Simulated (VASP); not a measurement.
A run of VASP 6.6.1:

INCAR

```
ALGO = Normal
EDIFF = 1E-8
ENCUT = 520
GGA = PS
IBRION = 8
ISIF = 2
ISMEAR = 0
LASPH = T
LCHARG = T
LREAL = F
LWAVE = F
NBANDS = 17
NELM = 80
NSW = 1
PREC = Accurate
SIGMA = 0.05
```

Contents of KPOINTS:

```
k-points
0
Gamma
  10 10 10
```

Contents of POSCAR:

```
PbS
1.0
    0.0000000000      2.9515620869      2.9515620869
    2.9515620869      0.0000000000      2.9515620869
    2.9515620869      2.9515620869      0.0000000000
Pb S
1 1
Direct
    0.5000000000      0.5000000000      0.5000000000
    0.0000000000      0.0000000000      0.0000000000
```

Potentials or basis: VASP PAW PBE potentials, release 64 (Pb_d, S).

Launch:

```sh
$ cat potpaw_PBE.64/Pb_d/POTCAR potpaw_PBE.64/S/POTCAR > POTCAR
$ mpirun -np 1 vasp_std > vasp.out
```

Hardware: 1 thread of Intel(R) Xeon(R) Platinum 8259CL CPU @ 2.50GHz (Skylake/Cascade Lake), on a shared host.

Estimate the wall time of this run.

It took 4.5 min on 1 thread of Intel(R) Xeon(R) Platinum 8259CL CPU @ 2.50GHz (Skylake/Cascade Lake), with other jobs on the host, peak memory 0.37 GiB. Counts: scf iterations 53, k points 47.
